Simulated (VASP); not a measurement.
**BiW (WC type): relaxation of cell and atoms with PBE**

BiW (WC type):

```xyz
2
Lattice="3.1216 0.0000 0.0000 -1.5608 2.7034 0.0000 0.0000 0.0000 4.1611" Properties=species:S:1:pos:R:3 pbc="T T T"
W     0.0000    0.0000    0.0000
Bi    0.0000    1.8022    2.0806
```

```json
{"Program": "VASP 6.6.1", "Task": "relaxation of cell and atoms", "Functional": "PBE", "Potentials or basis": "VASP PAW PBE potentials, release 64 (W_sv, Bi_d)", "Cutoff": "600 eV", "k mesh": "12 × 12 × 11", "Occupations": "fermi-dirac, width 0.1 eV", "Spin": "no spin polarisation", "Target pressure": "38 GPa", "Dipole correction": "no", "Further INCAR settings": "ALGO = Normal; EDIFF = 1e-06; IBRION = 2; EDIFFG = -0.005; NSW = 32; ISIF = 3"}
```

```yaml
Relaxed_volume: 17.58 Å³/atom
Relaxed_cell: a = 3.122 Å, b = 3.122 Å, c = 4.164 Å, α = 90.00°, β = 90.00°, γ = 120.00°
Space_group_after_relaxing_to_0.1_Å: P-6m2 (No. 187)
Energy_change_on_relaxing_the_run_minimises_the_enthalpy: -4.9 meV/atom
Ionic_steps: 20
Pressure_after_relaxing: 38.0 GPa
Band_gap_on_the_k_mesh: zero (an odd number of electrons rules out a gap without spin polarisation)
```

Step by step:
| step | energy change (eV) | largest force (eV/Å) | pressure (GPa) | volume (Å³) |
| --- | --- | --- | --- | --- |
| 1 | 0.0000 | 0.0000 | 38.31 | 35.11 |
| 2 | -0.0407 | 0.0000 | 36.87 | 35.29 |
| 3 | -0.0096 | 0.0000 | 38.01 | 35.15 |
| 4 | -0.0100 | 0.0000 | 38.05 | 35.16 |
| 5 | -0.0255 | 0.0000 | 37.43 | 35.22 |
| 6 | -0.0115 | 0.0000 | 37.94 | 35.16 |
| 7 | -0.0108 | 0.0000 | 37.94 | 35.16 |
| 8 | -0.0104 | 0.0000 | 37.92 | 35.16 |
| 9 | -0.0102 | 0.0000 | 37.95 | 35.16 |
| 10 | -0.0049 | 0.0000 | 38.10 | 35.14 |
| 11 | -0.0074 | 0.0000 | 38.12 | 35.15 |
| 12 | -0.0090 | 0.0000 | 38.06 | 35.15 |
| 13 | -0.0093 | 0.0000 | 38.08 | 35.15 |
| 14 | -0.0098 | 0.0000 | 38.08 | 35.16 |
| 15 | -0.0100 | 0.0000 | 38.04 | 35.16 |
| 16 | -0.0101 | 0.0000 | 38.01 | 35.16 |
| 17 | -0.0100 | 0.0000 | 38.00 | 35.16 |
| 18 | -0.0100 | 0.0000 | 38.00 | 35.16 |
| 19 | -0.0100 | 0.0000 | 38.00 | 35.16 |
| 20 | -0.0099 | 0.0000 | 37.99 | 35.16 |

Final structure:
```xyz
2
Lattice="3.1223 0.0000 0.0000 -1.5611 2.7040 0.0000 0.0000 0.0000 4.1641" Properties=species:S:1:pos:R:3 pbc="T T T"
W     1.5611    2.7040    4.1641
Bi    0.0000    1.8026    2.0821
```

Levels at points of the mesh, in eV from the Fermi level:
```
           k point  band 12  band 13  band 14  band 15  band 16  band 17
(0.00, 0.00, 0.00)    -3.77    -1.51    -1.51     0.60     0.60     3.69
(0.50, 0.00, 0.00)    -4.94    -3.44     0.15     1.37     2.91     3.39
```

Run time: 4.4 min on 1 thread of Intel(R) Xeon(R) Platinum 8488C (Sapphire Rapids), with other jobs on the host, peak memory 0.25 GiB.

Caveat: the cell is relaxed towards a set pressure, so the run minimises the enthalpy, not the energy; spin-orbit coupling is left out, which moves the levels of the heavy elements.
